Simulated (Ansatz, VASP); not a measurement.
**One calculation of SrO, two programs**

```xyz
2
Lattice="0.0000 2.5351 2.5351 2.5351 0.0000 2.5351 2.5351 2.5351 0.0000" Properties=species:S:1:pos:R:3 pbc="T T T"
Sr    0.0000    0.0000    0.0000
O     2.5351    2.5351    2.5351
```

Change from the starting cell: volume scaled by 0.96, crystal datasets.

Alike in both runs: task electric field gradients; functional PBE; k mesh 8 × 8 × 8; occupations fermi-dirac, width 0.02 eV; no spin polarisation.

|  | VASP | Ansatz |
| --- | --- | --- |
| version | VASP 6.6.1 | Ansatz 0.2.0 |
| potentials or method | VASP PAW PBE potentials, release 64 (Sr_sv, O), cutoff 520 eV | all-electron PAW with datasets made for the crystal, scalar-relativistic |

VASP gave:

| Item | Value |
| --- | --- |
| gap on the k mesh at the Fermi level (eV) | 3.24 |
| pressure (GPa) | 8.0 |

Task: What did Ansatz give for the same quantities?

Result: gap on the k mesh at the Fermi level (eV): 3.29; pressure (GPa): 7.3.

Ansatz ran all-electron here, and VASP with PAW potentials.
